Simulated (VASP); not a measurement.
# Ca8Se7 (a cell with a defect) in VASP: a series of runs, part 2 of 2

VASP 6.6.1.

**3. Single point, PBE**

INCAR reads:

```
  PREC = Accurate
  ENCUT = 400
  EDIFF = 1E-6
  ISMEAR = -1
  SIGMA = 0.05
  LREAL = F
  LASPH = T
  NELM = 120
  ALGO = Normal
  ISIF = 2
  LWAVE = F
  LCHARG = F
  GGA = PE
  NBANDS = 74
  GGA_COMPAT = F
```

KPOINTS reads:

```
Automatic mesh
0
Gamma
  2 2 2
```

POSCAR reads:

```
Ca8Se7
1.0
    0.0000000000      5.8953040000      5.8953040000
    5.8953040000      0.0000000000      5.8953040000
    5.8953040000      5.8953040000      0.0000000000
Ca Se
8 7
Direct
   -0.0135256808      0.0306946003     -0.0037207581
   -0.0108064826     -0.0011749182      0.5022476364
    0.0484181138      0.5054135461     -0.0049776059
   -0.0150892134      0.4989992882      0.5310992444
    0.5145139250     -0.0310155337      0.0019062630
    0.5096604009     -0.0011738156      0.5022504353
    0.4510941251      0.5054085421     -0.0049899038
    0.5126126659      0.5047552255      0.4699375130
    0.2496392892      0.2309403383      0.2697244281
    0.2702353432      0.2478711022      0.7448592134
    0.2281420941      0.7564154452      0.2532049238
    0.2495367499      0.7735249955      0.7273385732
    0.7485818373      0.4087528820      0.0940198334
    0.7369632677      0.2478741554      0.7448548031
    0.7621578972      0.7564199403      0.2532067049
```

Potentials or basis: VASP PAW PBE potentials, release 64 (Ca_sv, Se).

Command:

```sh
$ cat potpaw_PBE.64/Ca_sv/POTCAR potpaw_PBE.64/Se/POTCAR > POTCAR
$ mpirun -np 1 vasp_std > vasp.out
```

OUTCAR:

```text
PREC = Accurate
   ENCUT = 400
   EDIFF = 1E-6
   ISMEAR = -1
   LREAL = F
   LASPH = T
   NELM = 120
   ISIF = 2
   GGA = PE

 ion  position               nearest neighbor table
   1  0.986  0.031  0.996-  15 2.95  11 2.95  14 2.97  10 2.97
   2  0.989  0.999  0.502-  12 2.87  11 2.90  14 2.90   9 2.91
   3  0.048  0.505  0.995-  13 2.62  12 2.79   9 2.84
   4  0.985  0.499  0.531-  14 2.96  10 2.96  15 2.96  11 2.96
   5  0.515  0.969  0.002-  11 2.96  15 2.96  10 2.97  14 2.97
   6  0.510  0.999  0.502-  12 2.87  15 2.90  10 2.90   9 2.91
   7  0.451  0.505  0.995-  13 2.62  12 2.79   9 2.84
   8  0.513  0.505  0.470-  10 2.95  14 2.95  11 2.97  15 2.97
   9  0.250  0.231  0.270-   3 2.84   7 2.84   6 2.91   2 2.91
  10  0.270  0.248  0.745-   6 2.90   8 2.95   4 2.96   5 2.97   1 2.97
  11  0.228  0.756  0.253-   2 2.90   1 2.95   5 2.96   4 2.96   8 2.97
  12  0.250  0.774  0.727-   7 2.79   3 2.79   6 2.87   2 2.87
  13  0.749  0.409  0.094-   7 2.62   3 2.62
  14  0.737  0.248  0.745-   2 2.90   8 2.95   4 2.96   5 2.97   1 2.97
  15  0.762  0.756  0.253-   6 2.90   1 2.95   5 2.96   4 2.96   8 2.97

  LATTYP: Found a face centered cubic cell.
 ALAT       =    11.7906080000

  Lattice vectors:

 A1 = (   0.0000000000,   5.8953040000,   5.8953040000)
 A2 = (   5.8953040000,   0.0000000000,   5.8953040000)
 A3 = (   5.8953040000,   5.8953040000,   0.0000000000)

Analysis of symmetry for initial positions (statically):
=====================================================================
 Subroutine PRICEL returns:
 Original cell was already a primitive cell.

 Routine SETGRP: Setting up the symmetry group for a
 face centered cubic supercell.

 Subroutine GETGRP returns: Found  1 space group operations
 (whereof  1 operations were pure point group operations)
 out of a pool of 48 trial point group operations.

The static configuration has the point symmetry C_1 .

Analysis of symmetry for dynamics (positions and initial velocities):
=====================================================================
 Subroutine PRICEL returns:
 Original cell was already a primitive cell.

 Routine SETGRP: Setting up the symmetry group for a
 face centered cubic supercell.

 Subroutine GETGRP returns: Found  1 space group operations
 (whereof  1 operations were pure point group operations)
 out of a pool of 48 trial point group operations.

The dynamic configuration has the point symmetry C_1 .

 Subroutine INISYM returns: Found  1 space group operations
 (whereof  1 operations are pure point group operations),
 and found     1 'primitive' translations

----------------------------------------------------------------------------------------

                                     Primitive cell

  volume of cell :     409.7780

  direct lattice vectors                    reciprocal lattice vectors
     0.000000000  5.895304000  5.895304000    -0.084813268  0.084813268  0.084813268
     5.895304000  0.000000000  5.895304000     0.084813268 -0.084813268  0.084813268
     5.895304000  5.895304000  0.000000000     0.084813268  0.084813268 -0.084813268

  length of vectors
[... 76 lines left out ...]
   dimension x,y,z NGX =    54 NGY =   54 NGZ =   54
   dimension x,y,z NGXF=   108 NGYF=  108 NGZF=  108
   ions per type =               8   7
   NGX,Y,Z   is equivalent  to a cutoff of  10.77, 10.77, 10.77 a.u.
   NGXF,Y,Z  is equivalent  to a cutoff of  21.54, 21.54, 21.54 a.u.
 SYSTEM =  unknown system
   PREC   = accura    normal or accurate (medium, high low for compatibility)
   ISTART =      0    job   : 0-new  1-cont  2-samecut
   ICHARG =      2    charge: 1-file 2-atom 10-const
   ISPIN  =      1    spin polarized calculation?
   LNONCOLLINEAR =      F non collinear calculations
   LSORBIT =      F    spin-orbit coupling
   LASPH  =      T    aspherical Exc in radial PAW
   ENCUT  =  400.0 eV  29.40 Ry    5.42 a.u.  13.60 13.60 13.60*2*pi/ulx,y,z
   NELM   =    120;   NELMIN=  2; NELMDL= -5     # of ELM steps
   EDIFF  = 0.1E-05   stopping-criterion for ELM
   LREAL  =      F    real-space projection
   EDIFFG = 0.1E-04   stopping-criterion for IOM
   NSW    =      0    number of steps for IOM
   IBRION =     -1    ionic relax: 0-MD 1-quasi-New 2-CG
   NFREE  =      0    steps in history (QN), initial steepest desc. (CG)
   ISIF   =      2    stress and relaxation
   ISYM   =      2    0-nonsym 1-usesym 2-fastsym
   POTIM  = 0.5000    time-step for ionic-motion
   TEBEG  =    0.0;   TEEND  =   0.0 temperature during run
   PSTRESS=    0.0 pullay stress
   NELECT =     122.0000    total number of electrons
   NUPDOWN=      -1.0000    fix difference up-down
   EMIN   =  10.00;   EMAX   =-10.00  energy-range for DOS
   EFERMI =   0.00;   METHOD = LEGACY
   ISMEAR =    -1;   SIGMA  =   0.05  broadening in eV -4-tet -1-fermi 0-gaus
   EFERMI_NEDOS =   21; number of points for ismear=-14 and -15
   IALGO  =     38    algorithm
   IMIX   =      4    mixing-type and parameters
     AMIX     =   0.40;   BMIX     =  1.00
     AMIX_MAG =   1.60;   BMIX_MAG =  1.00
  volume/ion in A,a.u.               =      27.32       184.35
  Fermi-wavevector in a.u.,A,eV,Ry     =   1.093147  2.065748 16.258559  1.194970
  Thomas-Fermi vector in A             =   2.229427
   LORBIT       =      0    0 simple, 1 ext, 2 COOP (PROOUT), +10 PAW based schemes
   GGA     = PE    functional components
   LHFCALC =     F    Hartree Fock is set to
   AEXX    =    0.0000 exact exchange contribution
   IVDW    =     0    specifies the selected vdW correction
   LEPSILON=     F    determine dielectric tensor
   LRPA    =     F    only Hartree local field effects (RPA)
 non-spin polarized calculation
  energy-cutoff  :      400.00
  volume of cell :      409.78
 maximum number of plane-waves:      7456
   NGX = 27   NGY = 27   NGZ = 27

 number of electron     122.0000014 magnetization

 Free energy of the ion-electron system (eV)
  ---------------------------------------------------
  ext. energy  EPLUGINS =         0.00000000
  ---------------------------------------------------
  free energy    TOTEN  =       -65.87085287 eV

  energy without entropy =      -65.84502908  energy(sigma->0) =      -65.85794098

 E-fermi :   4.3126     XC(G=0):  -8.9292

 val. band max:        4.2363015523   @ k =   0.5000   0.5000   0.0000
 cond. band min:       4.3372604212   @ k =   0.0000   0.0000   0.0000
 fundamental gap:      0.1009588689
 Fermi energy:         4.3125882418

 k-point     1 :       0.0000    0.0000    0.0000
  band No.  band energies     occupation
      1     -37.7814      2.00000
      2     -37.7775      2.00000
      3     -37.7608      2.00000
      4     -37.7545      2.00000
      5     -37.6873      2.00000
      6     -37.6849      2.00000
[... 597 lines left out ...]
     72       6.6540      0.00000
     73       6.7436      0.00000
 [bands above 73 left out]

------------------------ aborting loop because EDIFF is reached ----------------------------------------

  FORCE on cell =-STRESS in cart. coord.  units (eV):
  Direction    XX          YY          ZZ          XY          YZ          ZX
  --------------------------------------------------------------------------------------
  -------------------------------------------------------------------------------------
  Total       -0.1142697      8.3191336      8.3187662      0.0337820      3.9166291     -0.0339160
  in kB       -0.4467795     32.5267050     32.5252685      0.1320831     15.3134984     -0.1326070
  external PRESSURE =      21.5350647 kB  Pullay stress =       0.0000000 kB

 VOLUME and BASIS-vectors are now :
 -----------------------------------------------------------------------------
  energy-cutoff  :      400.00
  volume of cell :      409.78
      direct lattice vectors                 reciprocal lattice vectors
     0.000000000  5.895304000  5.895304000    -0.084813268  0.084813268  0.084813268
     5.895304000  0.000000000  5.895304000     0.084813268 -0.084813268  0.084813268
     5.895304000  5.895304000  0.000000000     0.084813268  0.084813268 -0.084813268

 POSITION                                       TOTAL-FORCE (eV/Angst)
 -----------------------------------------------------------------------------------
      6.05432     11.68893      5.99652        -0.055651     -0.056012      0.056110
      8.84928      8.79250     11.71997         0.000289     -0.051430      0.047234
      8.84553      6.15140      3.26501         0.005470     -0.256010      0.025042
      6.07274      8.93734      8.74810         0.005358     -0.085631      0.085853
      5.72370      3.04445      8.74567        -0.003350     -0.087829      0.088011
      8.84930      5.96552      8.89299         0.000255     -0.047088      0.051555
      8.84542      8.52522      5.63887         0.005652     -0.025111      0.255907
      5.74611      5.79243      5.99769         0.075853     -0.048730      0.048864
      2.95157      3.06181      2.83316         0.001958     -0.076082      0.075765
      5.85245      5.98429      3.05439         0.045135     -0.110228      0.057616
      5.95202      2.83769      5.80427        -0.051948     -0.052312      0.115652
      8.84805      5.75898      6.03126         0.002536     -0.084953      0.084653
      2.96400      4.96739      6.82284        -0.024465      1.154667     -1.154593
      5.85244      8.73577      5.80592         0.044949     -0.057617      0.110044
      5.95206      5.98588      8.95248        -0.052043     -0.115635      0.052285
 -----------------------------------------------------------------------------------
    total drift:                               -0.000285      0.000936     -0.000962

  FREE ENERGIE OF THE ION-ELECTRON SYSTEM (eV)
  ---------------------------------------------------
  free  energy   TOTEN  =       -65.8708528738 eV

  energy  without entropy=      -65.8450290827  energy(sigma->0) =      -65.85794098
```

It took 5.7 min on 1 thread of Oxide Virtual Turin-like, shared host; peak memory 0.38 GiB.

Results:

| Property | Result |
| --- | --- |
| Free energy | -65.8709 eV |
| Pressure | 2.2 GPa |
| Largest force | 1.633 eV/Å |
| Band gap on the k mesh | 0.10 eV |

Forces on the atoms (eV/Å):
```
Ca  -0.056 -0.056  0.056
Ca   0.000 -0.051  0.047
Ca   0.005 -0.256  0.025
Ca   0.005 -0.086  0.086
Ca  -0.003 -0.088  0.088
Ca   0.000 -0.047  0.052
Ca   0.006 -0.025  0.256
Ca   0.076 -0.049  0.049
Se   0.002 -0.076  0.076
Se   0.045 -0.110  0.058
Se  -0.052 -0.052  0.116
Se   0.003 -0.085  0.085
Se  -0.024  1.155 -1.155
Se   0.045 -0.058  0.110
Se  -0.052 -0.116  0.052
```

Stress tensor (GPa, compression positive):
```
-0.04  0.01 -0.01
 0.01  3.25  1.53
-0.01  1.53  3.25
```

Caveat: the k points lie up to 0.46 Å⁻¹ apart.
